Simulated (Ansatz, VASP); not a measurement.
## H3C2N: VASP beside Ansatz

```
CELL_PARAMETERS angstrom
14.02824 0.00000 0.00000
0.00000 14.50000 0.00000
0.00000 0.00000 15.00000
ATOMIC_POSITIONS crystal
C 0.42055 0.49201 0.48935
C 0.52415 0.49114 0.49085
N 0.60692 0.49043 0.49207
H 0.39373 0.43961 0.44291
H 0.39219 0.47731 0.55603
H 0.39440 0.55981 0.46792
```

Alike in both runs: functional PBE; dispersion D3(BJ); k mesh 1 × 1 × 1; occupations gaussian, width 0.005 eV; no spin polarisation.

Ansatz relaxed the structure, and its values are those at the end. VASP's run is a single point on that final structure, the one shown.

|  | VASP | Ansatz |
| --- | --- | --- |
| version | VASP 6.6.1 | Ansatz 0.2.0 |
| potentials or method | VASP PAW PBE potentials, release 64 (C_h, N_h, H_h), cutoff 1000 eV | scalar-relativistic, plane waves, PAW |
| valence electrons in the cell | 16 | 16 |

|  | VASP | Ansatz | Ansatz less VASP |
| --- | --- | --- | --- |
| gap on the k mesh at the Fermi level (eV) | 7.25 | 7.25 | -0.007 |
| rms of the force components (eV/Å) | 0.015 | 0.001 | -0.0143 |
